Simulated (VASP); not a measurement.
Si, 2 atoms in the cell. It takes space group Fd-3m (No. 227, cubic). The conventional cell has a = 5.407 Å, b = 5.407 Å, c = 5.407 Å, α = 90.00°, β = 90.00°, γ = 90.00°. Si (site symmetry -43m) has 4 Si at 2.34 Å within 3.1 Å. 

```yaml
Program: VASP 6.6.1
Task: single point
Functional: HSE06
Potentials_or_basis: VASP PAW PBE potentials, release 64 (Si)
Cutoff: 520 eV
k_mesh: 6 × 6 × 6
Occupations: fermi-dirac, width 0.05 eV
Spin: no spin polarisation
Dipole_correction: no
Grid_for_exact_exchange_PRECFOCK: Normal
Further_INCAR_settings: ALGO = Normal; EDIFF = 1e-06; NBANDS = 11
Share_of_exact_exchange: 0.25
Screening_parameter: 0.2079 1/Å
```

Potentials or basis: VASP PAW PBE potentials, release 64 (Si).

Command:

```console
$ cat potpaw_PBE.64/Si/POTCAR > POTCAR
$ cp INCAR.step1 INCAR
$ mpirun -np 1 vasp_std > vasp.out
$ cp INCAR.step2 INCAR
$ mpirun -np 1 vasp_std > vasp.out
```

Hardware: 1 thread of Intel(R) Xeon(R) Platinum 8259CL CPU @ 2.50GHz (Skylake/Cascade Lake) (shared host).

Question: Estimate the wall time of this run.

Answer: Wall time 9.5 min on 1 thread of Intel(R) Xeon(R) Platinum 8259CL CPU @ 2.50GHz (Skylake/Cascade Lake) (shared host), peak memory 0.26 GiB. Counts: k points 16.
